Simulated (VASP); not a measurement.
# In (Fd-3m) in VASP: a series of runs

In is run at these levels: PBEsol; tasks: single point.

Everything below comes from runs of VASP 6.6.1. Logs are shortened: lines on timing, memory, paths and dates and some standing lists are left out, and cuts for length are marked.

## 1. The cell of the first run

It takes space group Fd-3m (No. 227, cubic). Conventional cell: a = 6.381 Å, b = 6.381 Å, c = 6.381 Å, α = 90.00°, β = 90.00°, γ = 90.00°. Within 3.6 Å of In (site symmetry -43m) lie 4 In at 2.76 Å.

This isn't the form of In at room conditions, which is tetragonal.

## 2. Single point, PBEsol (32.47 Å³/atom)

File INCAR:

```
SYSTEM = In
ALGO = Normal
EDIFF = 1E-7
ENCUT = 520
GGA = PS
ISIF = 2
ISMEAR = -1
LASPH = .True.
LCHARG = .False.
LREAL = .False.
LWAVE = .False.
NBANDS = 20
NELM = 60
PREC = Accurate
SIGMA = 0.1
```

File KPOINTS:

```
k-points
0
Gamma
  9 9 9
  0 0 0
```

File POSCAR:

```
In
1.0
    0.0000000000      3.1902803168      3.1902803168
    3.1902803168      0.0000000000      3.1902803168
    3.1902803168      3.1902803168      0.0000000000
In
2
Direct
    0.1250000000      0.1250000000      0.1250000000
    0.8750000000      0.8750000000      0.8750000000
```

Potentials or basis: VASP PAW PBE potentials, release 64 (In_d).

On the command line:

```
cat potpaw_PBE.64/In_d/POTCAR > POTCAR
mpirun -np 1 vasp_std > vasp.out
```

OUTCAR:

```text
SYSTEM = In
   EDIFF = 1E-7
   ENCUT = 520
   GGA = PS
   ISIF = 2
   ISMEAR = -1
   LASPH = .True.
   LREAL = .False.
   NELM = 60
   PREC = Accurate

 ion  position               nearest neighbor table
   1  0.125  0.125  0.125-   2 2.76   2 2.76   2 2.76   2 2.76
   2  0.875  0.875  0.875-   1 2.76   1 2.76   1 2.76   1 2.76

  LATTYP: Found a face centered cubic cell.
 ALAT       =     6.3805606336

  Lattice vectors:

 A1 = (   0.0000000000,   3.1902803168,   3.1902803168)
 A2 = (   3.1902803168,   0.0000000000,   3.1902803168)
 A3 = (   3.1902803168,   3.1902803168,   0.0000000000)

Analysis of symmetry for initial positions (statically):
=====================================================================
 Subroutine PRICEL returns:
 Original cell was already a primitive cell.

 Routine SETGRP: Setting up the symmetry group for a
 face centered cubic supercell.

 Subroutine GETGRP returns: Found 48 space group operations
 (whereof 12 operations were pure point group operations)
 out of a pool of 48 trial point group operations.

The static configuration has the point symmetry D_3d.
 The point group associated with its full space group is O_h .

Analysis of symmetry for dynamics (positions and initial velocities):
=====================================================================
 Subroutine PRICEL returns:
 Original cell was already a primitive cell.

 Routine SETGRP: Setting up the symmetry group for a
 face centered cubic supercell.

 Subroutine GETGRP returns: Found 48 space group operations
 (whereof 12 operations were pure point group operations)
 out of a pool of 48 trial point group operations.

The dynamic configuration has the point symmetry D_3d.
 The point group associated with its full space group is O_h .

 Subroutine INISYM returns: Found 48 space group operations
 (whereof 12 operations are pure point group operations),
 and found     1 'primitive' translations

----------------------------------------------------------------------------------------

                                     Primitive cell

  volume of cell :      64.9406

  direct lattice vectors                    reciprocal lattice vectors
     0.000000000  3.190280317  3.190280317    -0.156726040  0.156726040  0.156726040
     3.190280317  0.000000000  3.190280317     0.156726040 -0.156726040  0.156726040
     3.190280317  3.190280317  0.000000000     0.156726040  0.156726040 -0.156726040

  length of vectors
     4.511737692  4.511737692  4.511737692     0.271457464  0.271457464  0.271457464

  position of ions in fractional coordinates (direct lattice)
     0.125000000  0.125000000  0.125000000
     0.875000000  0.875000000  0.875000000

  ion indices of the primitive-cell ions
   primitive index   ion index
                 1           1
                 2           2

----------------------------------------------------------------------------------------

 KPOINTS: k-points

Automatic generation of k-mesh.
 Grid dimensions read from file:
 generate k-points for:    9    9    9

 Generating k-lattice:

  Cartesian coordinates                     Fractional coordinates (reciprocal lattice)
    -0.017414004  0.017414004  0.017414004     0.111111111  0.000000000  0.000000000
     0.017414004 -0.017414004  0.017414004     0.000000000  0.111111111  0.000000000
     0.017414004  0.017414004 -0.017414004     0.000000000  0.000000000  0.111111111

  Length of vectors
     0.030161940  0.030161940  0.030161940

  Shift w.r.t. Gamma in fractional coordinates (k-lattice)
     0.000000000  0.000000000  0.000000000

 Subroutine IBZKPT returns following result:
 ===========================================

 Found     35 irreducible k-points:

 Following reciprocal coordinates:
            Coordinates               Weight
  0.000000  0.000000  0.000000      1.000000
  0.111111  0.000000  0.000000      8.000000
  0.222222  0.000000  0.000000      8.000000
  0.333333  0.000000  0.000000      8.000000
  0.444444  0.000000  0.000000      8.000000
  0.111111  0.111111  0.000000      6.000000
[... 16 lines left out ...]
 -0.333333  0.333333  0.000000     12.000000
  0.444444  0.444444  0.000000      6.000000
 [... further k-points ...]
   k-points           NKPTS =     35   k-points in BZ     NKDIM =     35   number of bands    NBANDS=     20
   number of dos      NEDOS =    301   number of ions     NIONS =      2
   total plane-waves  NPLWV =  46656
   dimension x,y,z NGX =    36 NGY =   36 NGZ =   36
   dimension x,y,z NGXF=    72 NGYF=   72 NGZF=   72
   ions per type =               2
   NGX,Y,Z   is equivalent  to a cutoff of  13.27, 13.27, 13.27 a.u.
   NGXF,Y,Z  is equivalent  to a cutoff of  26.53, 26.53, 26.53 a.u.
 SYSTEM =  In
   PREC   = accura    normal or accurate (medium, high low for compatibility)
   ISTART =      0    job   : 0-new  1-cont  2-samecut
   ICHARG =      2    charge: 1-file 2-atom 10-const
   ISPIN  =      1    spin polarized calculation?
[... 79 lines left out ...]
      6      -9.3722      2.00000
[... 12 lines left out ...]
     19      11.8919      0.00000
     20      13.4449      0.00000

 k-point     3 :       0.2222    0.0000    0.0000
  band No.  band energies     occupation
      1     -10.0454      2.00000
      2     -10.0454      2.00000
      3      -9.9871      2.00000
      4      -9.8474      2.00000
      5      -9.8474      2.00000
      6      -9.3988      2.00000
[... 12 lines left out ...]
     19      12.2614      0.00000
     20      13.1674      0.00000

 k-point     4 :       0.3333    0.0000    0.0000
  band No.  band energies     occupation
      1     -10.0577      2.00000
      2     -10.0577      2.00000
      3      -9.9757      2.00000
      4      -9.8192      2.00000
      5      -9.8192      2.00000
      6      -9.4131      2.00000
[... 12 lines left out ...]
     19      13.1772      0.00000
     20      13.8552      0.00000

 k-point     5 :       0.4444    0.0000    0.0000
  band No.  band energies     occupation
      1     -10.0607      2.00000
      2     -10.0607      2.00000
      3      -9.9682      2.00000
      4      -9.8095      2.00000
      5      -9.8095      2.00000
      6      -9.4262      2.00000
[... 12 lines left out ...]
     19      14.9114      0.00000
     20      15.0805      0.00000

 k-point     6 :       0.1111    0.1111    0.0000
  band No.  band energies     occupation
      1     -10.0267      2.00000
      2     -10.0119      2.00000
      3     -10.0119      2.00000
      4      -9.8984      2.00000
      5      -9.8615      2.00000
      6      -9.4303      2.00000
[... 12 lines left out ...]
     19      12.0692      0.00000
     20      12.4757      0.00000

 k-point     7 :       0.2222    0.1111    0.0000
  band No.  band energies     occupation
      1     -10.0536      2.00000
      2     -10.0301      2.00000
      3     -10.0024      2.00000
      4      -9.8649      2.00000
      5      -9.8131      2.00000
      6      -9.4819      2.00000
[... 12 lines left out ...]
     19      12.5469      0.00000
     20      13.2138      0.00000
[... 277 lines left out ...]
 k-point    20 :       0.3333    0.3333    0.0000
  band No.  band energies     occupation
      1     -10.0632      2.00000
      2     -10.0632      2.00000
      3     -10.0139      2.00000
      4      -9.7534      2.00000
      5      -9.7064      2.00000
      6      -9.6317      2.00000
[... 12 lines left out ...]
     19      14.4480      0.00000
     20      15.9746      0.00000

 k-point    21 :       0.4444    0.3333    0.0000
  band No.  band energies     occupation
      1     -10.0951      2.00000
      2     -10.0740      2.00000
      3      -9.9585      2.00000
      4      -9.7536      2.00000
      5      -9.7039      2.00000
      6      -9.5838      2.00000
[... 12 lines left out ...]
     19      16.3425      0.00000
     20      16.4231      0.00000

 k-point    22 :      -0.4444    0.3333    0.0000
  band No.  band energies     occupation
      1     -10.1267      2.00000
      2     -10.0835      2.00000
      3      -9.8997      2.00000
      4      -9.7337      2.00000
      5      -9.6585      2.00000
      6      -9.5935      2.00000
[... 12 lines left out ...]
     19      14.7664      0.00000
     20      15.2528      0.00000

 k-point    23 :      -0.3333    0.3333    0.0000
  band No.  band energies     occupation
      1     -10.1356      2.00000
      2     -10.0895      2.00000
      3      -9.8810      2.00000
      4      -9.6797      2.00000
      5      -9.6510      2.00000
      6      -9.6389      2.00000
[... 12 lines left out ...]
     19      12.9604      0.00000
     20      13.8808      0.00000

 k-point    24 :       0.4444    0.4444    0.0000
  band No.  band energies     occupation
      1     -10.0791      2.00000
      2     -10.0791      2.00000
      3      -9.9460      2.00000
      4      -9.8399      2.00000
      5      -9.6469      2.00000
      6      -9.5346      2.00000
[... 12 lines left out ...]
     19      16.1635      0.00000
     20      16.8984      0.00000

 [... further k-points ...]

------------------------ aborting loop because EDIFF is reached ----------------------------------------

  FORCE on cell =-STRESS in cart. coord.  units (eV):
  Direction    XX          YY          ZZ          XY          YZ          ZX
  --------------------------------------------------------------------------------------
  -------------------------------------------------------------------------------------
  Total        1.2053463      1.2053463      1.2053463     -0.0000000      0.0000000      0.0000000
  in kB       29.7375995     29.7375995     29.7375995     -0.0000000      0.0000000      0.0000000
  external PRESSURE =      29.7375995 kB  Pullay stress =       0.0000000 kB

 VOLUME and BASIS-vectors are now :
 -----------------------------------------------------------------------------
  energy-cutoff  :      520.00
  volume of cell :       64.94
      direct lattice vectors                 reciprocal lattice vectors
     0.000000000  3.190280317  3.190280317    -0.156726040  0.156726040  0.156726040
     3.190280317  0.000000000  3.190280317     0.156726040 -0.156726040  0.156726040
     3.190280317  3.190280317  0.000000000     0.156726040  0.156726040 -0.156726040

 POSITION                                       TOTAL-FORCE (eV/Angst)
 -----------------------------------------------------------------------------------
      0.79757      0.79757      0.79757        -0.000000      0.000000     -0.000000
      5.58299      5.58299      5.58299         0.000000     -0.000000      0.000000
 -----------------------------------------------------------------------------------
    total drift:                                0.000000      0.000000      0.000000

  FREE ENERGIE OF THE ION-ELECTRON SYSTEM (eV)
  ---------------------------------------------------
  free  energy   TOTEN  =        -5.1420463900 eV

  energy  without entropy=       -5.0943047150  energy(sigma->0) =       -5.11817555
```

It took 62 s on 1 thread of Intel Xeon 8259CL, shared host; peak memory 0.21 GiB.

What came out:

| Item | Value |
| --- | --- |
| Free energy | -5.1420 eV |
| Pressure | 3.0 GPa |
| Band gap on the k mesh | zero (bands 13 and 14 overlap by 3.67 eV) |

Levels at points of the mesh, in eV from the Fermi level:
| k point | band 9 | band 10 | band 11 | band 12 | band 13 | band 14 | band 15 | band 16 | band 17 | band 18 |
| --- | --- | --- | --- | --- | --- | --- | --- | --- | --- | --- |
| (0.00, 0.00, 0.00) | -13.98 | -13.98 | -8.59 | 2.71 | 2.71 | 2.71 | 3.30 | 4.34 | 4.34 | 4.34 |

Caveat: the PAW data sets were made with another functional, which shifts forces and pressure a little; spin-orbit coupling is left out, which moves the levels of the heavy elements.

## 3. Single point, PBEsol (33.88 Å³/atom)

This run uses another cell than the first one, of 33.88 Å³/atom.

File INCAR:

```
SYSTEM = In
PREC = Accurate
ENCUT = 520
EDIFF = 1E-6
ISMEAR = -1
SIGMA = 0.1
LREAL = .False.
LASPH = .True.
NELM = 80
ALGO = Normal
ISIF = 2
LWAVE = .False.
LCHARG = .False.
GGA = PS
NBANDS = 20
```

File KPOINTS:

```
Automatic mesh
0
Gamma
  9 9 9
  0 0 0
```

File POSCAR:

```
In
1.0
    0.0000000000      3.2358619082      3.2358619082
    3.2358619082      0.0000000000      3.2358619082
    3.2358619082      3.2358619082      0.0000000000
In
2
Direct
    0.1250000000      0.1250000000      0.1250000000
    0.8750000000      0.8750000000      0.8750000000
```

Potentials or basis: VASP PAW PBE potentials, release 64 (In_d).

On the command line:

```
cat potpaw_PBE.64/In_d/POTCAR > POTCAR
mpirun -np 1 vasp_std > vasp.out
```

It took 62 s on 1 thread of Intel Xeon 8259CL, shared host; peak memory 0.22 GiB.

Results (log left out):

```yaml
Free_energy: -5.1805 eV
Pressure: 1.3 GPa
Band_gap_on_the_k_mesh: zero (bands 13 and 14 overlap by 3.47 eV)
```

Levels at points of the mesh, in eV from the Fermi level:
| k point | band 9 | band 10 | band 11 | band 12 | band 13 | band 14 | band 15 | band 16 | band 17 | band 18 |
| --- | --- | --- | --- | --- | --- | --- | --- | --- | --- | --- |
| (0.00, 0.00, 0.00) | -13.99 | -13.99 | -8.37 | 2.58 | 2.58 | 2.58 | 2.92 | 4.23 | 4.23 | 4.23 |

Caveat: the PAW data sets were made with another functional, which shifts forces and pressure a little; spin-orbit coupling is left out, which moves the levels of the heavy elements.

## 4. Single point, PBEsol (35.29 Å³/atom)

This run uses another cell than the first one, of 35.29 Å³/atom.

File INCAR:

```
SYSTEM = In
ALGO = Normal ; EDIFF = 1E-7
ENCUT = 520 ; GGA = PS
ISIF = 2 ; ISMEAR = -1
LASPH = .True. ; LCHARG = .False.
LREAL = .False. ; LWAVE = .False.
NBANDS = 20 ; NELM = 80
PREC = Accurate ; SIGMA = 0.1
```

File KPOINTS:

```
k-points
0
Gamma
  9 9 9
  0 0 0
```

File POSCAR:

```
In
1.0
    0.0000000000      3.2801942926      3.2801942926
    3.2801942926      0.0000000000      3.2801942926
    3.2801942926      3.2801942926      0.0000000000
In
2
Direct
    0.1250000000      0.1250000000      0.1250000000
    0.8750000000      0.8750000000      0.8750000000
```

On the command line:

```
cat potpaw_PBE.64/In_d/POTCAR > POTCAR
mpirun -np 1 vasp_std > vasp.out
```

It took 64 s on 1 thread of Intel Xeon 8259CL, shared host; peak memory 0.21 GiB.

Results (log left out):

| Quantity | Value |
| --- | --- |
| Free energy | -5.1936 eV |
| Pressure | 0.1 GPa |
| Band gap on the k mesh | zero (bands 13 and 14 overlap by 3.29 eV) |

Levels at points of the mesh, in eV from the Fermi level:
```csv
k point,band 10,band 11,band 12,band 13,band 14,band 15,band 16,band 17
"(0.00, 0.00, 0.00)",-14.00,-8.18,2.46,2.46,2.46,2.56,4.12,4.12
```

Caveat: the PAW data sets were made with another functional, which shifts forces and pressure a little; spin-orbit coupling is left out, which moves the levels of the heavy elements.

## 5. Single point, PBEsol (36.71 Å³/atom)

This run uses another cell than the first one, of 36.71 Å³/atom.

File INCAR:

```
PREC = Accurate
ENCUT = 520
EDIFF = 1E-6
ISMEAR = -1
SIGMA = 0.1
LREAL = False
LASPH = True
NELM = 100
ALGO = Normal
ISIF = 2
LWAVE = False
LCHARG = False
GGA = PS
NBANDS = 20
```

File KPOINTS:

```
Automatic mesh
0
Gamma
  9 9 9
```

File POSCAR:

```
In
1.0
    0.0000000000      3.3233596939      3.3233596939
    3.3233596939      0.0000000000      3.3233596939
    3.3233596939      3.3233596939      0.0000000000
In
2
Direct
    0.1250000000      0.1250000000      0.1250000000
    0.8750000000      0.8750000000      0.8750000000
```

On the command line:

```
cat potpaw_PBE.64/In_d/POTCAR > POTCAR
mpirun -np 1 vasp_std > vasp.out
```

Wall time 62 s (1 thread of Intel Xeon 8259CL, shared host); peak memory 0.22 GiB.

It converged, with:

```yaml
Free_energy: -5.1864 eV
Pressure: -1.0 GPa
Band_gap_on_the_k_mesh: zero (bands 13 and 14 overlap by 3.13 eV)
```

Levels at points of the mesh, in eV from the Fermi level:
```tsv
k point	band 9	band 10	band 11	band 12	band 13	band 14	band 15	band 16	band 17	band 18
(0.00, 0.00, 0.00)	-14.02	-14.02	-8.01	2.22	2.35	2.35	2.35	4.01	4.01	4.01
```

Caveat: the PAW data sets were made with another functional, which shifts forces and pressure a little; spin-orbit coupling is left out, which moves the levels of the heavy elements.

## 6. Single point, PBEsol (38.12 Å³/atom)

This run uses another cell than the first one, of 38.12 Å³/atom.

File INCAR:

```
  PREC = Accurate
  ENCUT = 520
  EDIFF = 1E-6
  ISMEAR = -1
  SIGMA = 0.1
  LREAL = False
  LASPH = True
  NELM = 100
  ALGO = Normal
  ISIF = 2
  LWAVE = False
  LCHARG = True
  GGA = PS
  LELF = True
  LVHAR = True
  NBANDS = 20
```

KPOINTS is that of step 5.

File POSCAR:

```
In
1.0
    0.0000000000      3.3654320045      3.3654320045
    3.3654320045      0.0000000000      3.3654320045
    3.3654320045      3.3654320045      0.0000000000
In
2
Direct
    0.1250000000      0.1250000000      0.1250000000
    0.8750000000      0.8750000000      0.8750000000
```

Potentials or basis: VASP PAW PBE potentials, release 64 (In_d).

On the command line:

```
cat potpaw_PBE.64/In_d/POTCAR > POTCAR
mpirun -np 1 vasp_std > vasp.out
```

Run time: 64 s. Hardware: 1 thread of Intel Xeon 8259CL, shared host; peak memory 0.22 GiB.

It converged, with:

| Item | Value |
| --- | --- |
| Free energy | -5.1631 eV |
| Pressure | -1.8 GPa |
| Band gap on the k mesh | zero (bands 13 and 14 overlap by 2.98 eV) |

Levels at points of the mesh, in eV from the Fermi level:
```csv
k point,band 10,band 11,band 12,band 13,band 14,band 15,band 16,band 17
"(0.00, 0.00, 0.00)",-14.04,-7.85,1.90,2.24,2.24,2.24,3.91,3.91
```

Caveat: the PAW data sets were made with another functional, which shifts forces and pressure a little; spin-orbit coupling is left out, which moves the levels of the heavy elements.

## 7. Overview

| cell | gap on the mesh (eV) | pressure (GPa) |
| --- | --- | --- |
| a = 4.512 Å, angles 60.0°, 2 atoms | none | 3.0 |
| a = 4.576 Å, angles 60.0°, 2 atoms | none | 1.3 |
| a = 4.639 Å, angles 60.0°, 2 atoms | none | 0.1 |
| a = 4.700 Å, angles 60.0°, 2 atoms | none | -1.0 |
| a = 4.759 Å, angles 60.0°, 2 atoms | none | -1.8 |

Alike in all rows: task single point; level PBEsol; potentials or basis VASP PAW PBE potentials, release 64 (In_d); no spin polarisation; k mesh 9 × 9 × 9; cutoff (eV) 520; smearing fermi-dirac 0.1 eV.

Caveats: the PAW data sets were made with another functional, which shifts forces and pressure a little; spin-orbit coupling is left out, which moves the levels of the heavy elements.

Total energies depend on the potentials used, so only differences within one code and one set of settings carry meaning.
